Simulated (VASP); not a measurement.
# Ag (Fm-3m) in VASP: notebook

Aim: see how the results for Ag move with the level of theory and the settings. Levels: r2SCAN+D4, r2SCAN. Tasks: single point.

All numbers are computed with VASP 6.6.1; they aren't measurements. Logs are shortened: lines on timing, memory, paths and dates and some standing lists are left out, and cuts for length are marked.

## (1) The cell of the first run

The structure is cubic, space group Fm-3m (No. 225). The conventional cell has a = 4.085 Å, b = 4.085 Å, c = 4.085 Å, α = 90.00°, β = 90.00°, γ = 90.00°. Within 3.8 Å of Ag (site symmetry m-3m) lie 12 Ag at 2.89 Å.

## (2) Single point, r2SCAN+D4

Input file POSCAR:

```
Ag
1.0
    0.0000000000      2.0427500000      2.0427500000
    2.0427500000      0.0000000000      2.0427500000
    2.0427500000      2.0427500000      0.0000000000
Ag
1
Direct
    0.0000000000      0.0000000000      0.0000000000
```

Input file INCAR.step1:

```
PREC     = Accurate       # precision mode
ENCUT    = 520            # plane-wave cutoff, eV
ISMEAR   = -1             # smearing method
SIGMA    = 0.05           # smearing width, eV
LREAL    = F              # projectors in reciprocal space
LASPH    = T              # aspherical terms in the spheres
NELM     = 100            # most SCF steps
NBANDS   = 12             # bands
GGA      = PE             # functional
ALGO     = Normal         # electronic algorithm
EDIFF    = 1E-4           # SCF threshold, eV
LWAVE    = T              # write WAVECAR
LCHARG   = F              # write CHGCAR
```

Input file INCAR.step2:

```
PREC     = Accurate       # precision mode
ENCUT    = 520            # plane-wave cutoff, eV
EDIFF    = 1E-7           # SCF threshold, eV
ISMEAR   = -1             # smearing method
SIGMA    = 0.05           # smearing width, eV
LREAL    = F              # projectors in reciprocal space
LASPH    = T              # aspherical terms in the spheres
NELM     = 100            # most SCF steps
ALGO     = Normal         # electronic algorithm
ISIF     = 2              # what is computed and relaxed
LWAVE    = F              # write WAVECAR
LCHARG   = F              # write CHGCAR
METAGGA  = R2SCAN         # meta-GGA
LMIXTAU  = T            
IVDW     = 13             # dispersion correction
VDW_S6   = 1.0          
VDW_S8   = 0.6018749    
VDW_A1   = 0.51559235   
VDW_A2   = 5.77342911   
NBANDS   = 12             # bands
ISTART   = 1
```

Input file KPOINTS:

```
regular mesh
0
Gamma
  11 11 11
```

Potentials or basis: VASP PAW PBE potentials, release 64 (Ag).

On the command line:

```console
$ cat potpaw_PBE.64/Ag/POTCAR > POTCAR
$ cp INCAR.step1 INCAR
$ mpirun -np 1 vasp_std > vasp.out
$ cp INCAR.step2 INCAR
$ mpirun -np 1 vasp_std > vasp.out
```

OUTCAR:

```text
PREC = Accurate
   ENCUT = 520
   EDIFF = 1E-7
   ISMEAR = -1
   LREAL = F
   LASPH = T
   NELM = 100
   ISIF = 2
   METAGGA = R2SCAN
   IVDW = 13
   ISTART = 1

 ion  position               nearest neighbor table
   1  0.000  0.000  0.000-

  LATTYP: Found a face centered cubic cell.
 ALAT       =     4.0855000000

  Lattice vectors:

 A1 = (   0.0000000000,   2.0427500000,   2.0427500000)
 A2 = (   2.0427500000,   0.0000000000,   2.0427500000)
 A3 = (   2.0427500000,   2.0427500000,   0.0000000000)

Analysis of symmetry for initial positions (statically):
=====================================================================
 Subroutine PRICEL returns:
 Original cell was already a primitive cell.

 Routine SETGRP: Setting up the symmetry group for a
 face centered cubic supercell.

 Subroutine GETGRP returns: Found 48 space group operations
 (whereof 48 operations were pure point group operations)
 out of a pool of 48 trial point group operations.

The static configuration has the point symmetry O_h .

Analysis of symmetry for dynamics (positions and initial velocities):
=====================================================================
 Subroutine PRICEL returns:
 Original cell was already a primitive cell.

 Routine SETGRP: Setting up the symmetry group for a
 face centered cubic supercell.

 Subroutine GETGRP returns: Found 48 space group operations
 (whereof 48 operations were pure point group operations)
 out of a pool of 48 trial point group operations.

The dynamic configuration has the point symmetry O_h .

 Subroutine INISYM returns: Found 48 space group operations
 (whereof 48 operations are pure point group operations),
 and found     1 'primitive' translations

----------------------------------------------------------------------------------------

                                     Primitive cell

  volume of cell :      17.0481

  direct lattice vectors                    reciprocal lattice vectors
     0.000000000  2.042750000  2.042750000    -0.244768082  0.244768082  0.244768082
     2.042750000  0.000000000  2.042750000     0.244768082 -0.244768082  0.244768082
     2.042750000  2.042750000  0.000000000     0.244768082  0.244768082 -0.244768082

  length of vectors
     2.888884755  2.888884755  2.888884755     0.423950755  0.423950755  0.423950755

  position of ions in fractional coordinates (direct lattice)
     0.000000000  0.000000000  0.000000000

  ion indices of the primitive-cell ions
   primitive index   ion index
                 1           1

----------------------------------------------------------------------------------------

 KPOINTS: regular mesh

Automatic generation of k-mesh.
 Grid dimensions read from file:
 generate k-points for:   11   11   11

 Generating k-lattice:

  Cartesian coordinates                     Fractional coordinates (reciprocal lattice)
    -0.022251644  0.022251644  0.022251644     0.090909091  0.000000000  0.000000000
     0.022251644 -0.022251644  0.022251644     0.000000000  0.090909091  0.000000000
     0.022251644  0.022251644 -0.022251644     0.000000000  0.000000000  0.090909091

  Length of vectors
     0.038540978  0.038540978  0.038540978

  Shift w.r.t. Gamma in fractional coordinates (k-lattice)
     0.000000000  0.000000000  0.000000000

 Subroutine IBZKPT returns following result:
 ===========================================

 Found     56 irreducible k-points:

 Following reciprocal coordinates:
            Coordinates               Weight
  0.000000  0.000000  0.000000      1.000000
  0.090909  0.000000  0.000000      8.000000
  0.181818  0.000000  0.000000      8.000000
  0.272727  0.000000  0.000000      8.000000
  0.363636  0.000000  0.000000      8.000000
  0.454545  0.000000  0.000000      8.000000
[... 16 lines left out ...]
 -0.272727  0.181818  0.000000     24.000000
 -0.181818  0.181818  0.000000     12.000000
 [... further k-points ...]
   k-points           NKPTS =     56   k-points in BZ     NKDIM =     56   number of bands    NBANDS=     12
   number of dos      NEDOS =    301   number of ions     NIONS =      1
   total plane-waves  NPLWV =  13824
   dimension x,y,z NGX =    24 NGY =   24 NGZ =   24
   dimension x,y,z NGXF=    48 NGYF=   48 NGZF=   48
   ions per type =               1
   NGX,Y,Z   is equivalent  to a cutoff of  13.81, 13.81, 13.81 a.u.
   NGXF,Y,Z  is equivalent  to a cutoff of  27.62, 27.62, 27.62 a.u.
 SYSTEM =  unknown system
   PREC   = accura    normal or accurate (medium, high low for compatibility)
   ISTART =      1    job   : 0-new  1-cont  2-samecut
   ICHARG =      0    charge: 1-file 2-atom 10-const
   ISPIN  =      1    spin polarized calculation?
   LNONCOLLINEAR =      F non collinear calculations
   LSORBIT =      F    spin-orbit coupling
   LASPH  =      T    aspherical Exc in radial PAW
   ENCUT  =  520.0 eV  38.22 Ry    6.18 a.u.   5.37  5.37  5.37*2*pi/ulx,y,z
   NELM   =    100;   NELMIN=  2; NELMDL=  0     # of ELM steps
   EDIFF  = 0.1E-06   stopping-criterion for ELM
   LREAL  =      F    real-space projection
   EDIFFG = 0.1E-05   stopping-criterion for IOM
   NSW    =      0    number of steps for IOM
   IBRION =     -1    ionic relax: 0-MD 1-quasi-New 2-CG
   NFREE  =      0    steps in history (QN), initial steepest desc. (CG)
   ISIF   =      2    stress and relaxation
   ISYM   =      2    0-nonsym 1-usesym 2-fastsym
   POTIM  = 0.5000    time-step for ionic-motion
   TEBEG  =    0.0;   TEEND  =   0.0 temperature during run
   PSTRESS=    0.0 pullay stress
   NELECT =      11.0000    total number of electrons
   NUPDOWN=      -1.0000    fix difference up-down
   EMIN   =  10.00;   EMAX   =-10.00  energy-range for DOS
   EFERMI =   0.00;   METHOD = LEGACY
   ISMEAR =    -1;   SIGMA  =   0.05  broadening in eV -4-tet -1-fermi 0-gaus
   EFERMI_NEDOS =   21; number of points for ismear=-14 and -15
   IALGO  =     38    algorithm
   IMIX   =      4    mixing-type and parameters
     AMIX     =   0.40;   BMIX     =  1.00
     AMIX_MAG =   1.60;   BMIX_MAG =  1.00
  volume/ion in A,a.u.               =      17.05       115.05
  Fermi-wavevector in a.u.,A,eV,Ry     =   1.414644  2.673290 27.228221  2.001218
  Thomas-Fermi vector in A             =   2.536165
   LORBIT       =      0    0 simple, 1 ext, 2 COOP (PROOUT), +10 PAW based schemes
   METAGGA = R2SCAN    functional components
   LHFCALC =     F    Hartree Fock is set to
   AEXX    =    0.0000 exact exchange contribution
   IVDW    =    13    specifies the selected vdW correction
   LEPSILON=     F    determine dielectric tensor
   LRPA    =     F    only Hartree local field effects (RPA)
 non-spin polarized calculation
  energy-cutoff  :      520.00
  volume of cell :       17.05
 maximum number of plane-waves:       477
 NGX is ok and might be reduce to    24
   NGX = 11   NGY = 11   NGZ = 11

 number of electron      10.9999999 magnetization

 Free energy of the ion-electron system (eV)
  ---------------------------------------------------
  ext. energy  EPLUGINS =         0.00000000
  ---------------------------------------------------
  free energy    TOTEN  =       -21.35899663 eV

  energy without entropy =      -21.35576761  energy(sigma->0) =      -21.35738212

 E-fermi :   8.7148     XC(G=0): -12.9737

 val. band max:        8.6943997083   @ k =  -0.4545   0.0909   0.0000
 cond. band min:       8.7706611243   @ k =   0.4545   0.3636   0.0000
 fundamental gap:      0.0762614160
 Fermi energy:         8.7147958517

 k-point     1 :       0.0000    0.0000    0.0000
  band No.  band energies     occupation
      1       0.4688      2.00000
      2       3.2860      2.00000
      3       3.2860      2.00000
      4       3.2860      2.00000
      5       4.3304      2.00000
      6       4.3304      2.00000
      7      25.0816      0.00000
      8      28.8191      0.00000
      9      28.8191      0.00000
     10      28.8191      0.00000
     11      33.7811      0.00000
     12      34.8273      0.00000

 k-point     2 :       0.0909    0.0000    0.0000
  band No.  band energies     occupation
      1       0.7322      2.00000
      2       3.2312      2.00000
      3       3.3560      2.00000
      4       3.3560      2.00000
      5       4.3061      2.00000
      6       4.3061      2.00000
      7      25.0238      0.00000
      8      26.9567      0.00000
      9      28.9087      0.00000
     10      28.9087      0.00000
     11      33.3563      0.00000
     12      34.5278      0.00000

 k-point     3 :       0.1818    0.0000    0.0000
  band No.  band energies     occupation
      1       1.4019      2.00000
      2       3.2176      2.00000
      3       3.4804      2.00000
      4       3.4804      2.00000
      5       4.3175      2.00000
      6       4.3175      2.00000
      7      22.6881      0.00000
      8      25.9872      0.00000
      9      29.0105      0.00000
     10      29.0105      0.00000
     11      32.1462      0.00000
     12      33.4788      0.00000
[... 286 lines left out ...]
 k-point    23 :      -0.2727    0.1818    0.0000
  band No.  band energies     occupation
      1       2.4729      2.00000
      2       3.1125      2.00000
      3       3.6110      2.00000
      4       3.7758      2.00000
      5       4.3584      2.00000
      6       6.9501      2.00000
      7      17.4194      0.00000
      8      20.7050      0.00000
      9      26.4789      0.00000
     10      28.0218      0.00000
     11      31.4500      0.00000
     12      34.0732      0.00000

 k-point    24 :      -0.1818    0.1818    0.0000
  band No.  band energies     occupation
      1       2.4896      2.00000
      2       2.8818      2.00000
      3       3.5260      2.00000
      4       3.9130      2.00000
      5       3.9359      2.00000
      6       5.5759      2.00000
      7      20.8389      0.00000
      8      21.1972      0.00000
      9      27.8128      0.00000
     10      29.6640      0.00000
     11      30.3223      0.00000
     12      33.9829      0.00000

 [... further k-points ...]

------------------------ aborting loop because EDIFF is reached ----------------------------------------

  DFT-D4 for vdW energy calculation

  Edisp (eV):   -0.19646

  FORCE on cell =-STRESS in cart. coord.  units (eV):
  Direction    XX          YY          ZZ          XY          YZ          ZX
  --------------------------------------------------------------------------------------
  -------------------------------------------------------------------------------------
  Total      -0.02834    -0.02834    -0.02834     0.00000    -0.00000     0.00000
  in kB      -2.66302    -2.66302    -2.66302     0.00000    -0.00000     0.00000
  external pressure =       -2.66 kB  Pullay stress =        0.00 kB

 VOLUME and BASIS-vectors are now :
 -----------------------------------------------------------------------------
  energy-cutoff  :      520.00
  volume of cell :       17.05
      direct lattice vectors                 reciprocal lattice vectors
     0.000000000  2.042750000  2.042750000    -0.244768082  0.244768082  0.244768082
     2.042750000  0.000000000  2.042750000     0.244768082 -0.244768082  0.244768082
     2.042750000  2.042750000  0.000000000     0.244768082  0.244768082 -0.244768082

 POSITION                                       TOTAL-FORCE (eV/Angst)
 -----------------------------------------------------------------------------------
      0.00000      0.00000      0.00000         0.000000      0.000000      0.000000
 -----------------------------------------------------------------------------------
    total drift:                               -0.000000      0.000000      0.000000

  FREE ENERGIE OF THE ION-ELECTRON SYSTEM (eV)
  ---------------------------------------------------
  free  energy   TOTEN  =       -21.5554601011 eV

  energy  without entropy=      -21.5522310831  energy(sigma->0) =      -21.55384559
```

Run time: 31 s. Hardware: 1 thread of Intel Xeon 6975P-C, shared host; peak memory 0.15 GiB.

What came out:

```yaml
Free_energy: -21.5555 eV
Pressure: -0.3 GPa
Dispersion_energy_per_atom: -0.196 eV
```

Caveat: the PAW data sets were made with another functional, which shifts forces and pressure a little; pairwise dispersion overbinds metals, which lowers pressure and volume.

## (3) Single point, r2SCAN

POSCAR is that of step 2.

Input file INCAR.step1:

```
SYSTEM = Ag
ALGO = Normal
EDIFF = 1E-4
ENCUT = 520
GGA = PE
ISMEAR = -1
LASPH = .True.
LCHARG = .False.
LREAL = .False.
LWAVE = .True.
NBANDS = 12
NELM = 60
PREC = Accurate
SIGMA = 0.05
```

Input file INCAR.step2:

```
SYSTEM = Ag
ALGO = Normal
EDIFF = 1E-7
ENCUT = 520
ISIF = 2
ISMEAR = -1
ISTART = 1
LASPH = .True.
LCHARG = .False.
LMIXTAU = .True.
LREAL = .False.
LWAVE = .False.
METAGGA = R2SCAN
NBANDS = 12
NELM = 60
PREC = Accurate
SIGMA = 0.05
```

Input file KPOINTS:

```
k-points
0
Gamma
  11 11 11
  0 0 0
```

Potentials or basis: VASP PAW PBE potentials, release 64 (Ag).

On the command line:

```console
$ cat potpaw_PBE.64/Ag/POTCAR > POTCAR
$ cp INCAR.step1 INCAR
$ mpirun -np 1 vasp_std > vasp.out
$ cp INCAR.step2 INCAR
$ mpirun -np 1 vasp_std > vasp.out
```

It took 34 s on 1 thread of Intel Xeon 6975P-C, shared host; peak memory 0.15 GiB.

Results (log left out):

```yaml
Free_energy: -21.3590 eV
Pressure: 1.4 GPa
```

Levels at points of the mesh, in eV from the Fermi level:
```tsv
k point	band 4	band 5	band 6	band 7	band 8	band 9
(0.00, 0.00, 0.00)	-5.43	-4.38	-4.38	16.37	20.10	20.10
```

Caveat: the PAW data sets were made with another functional, which shifts forces and pressure a little.
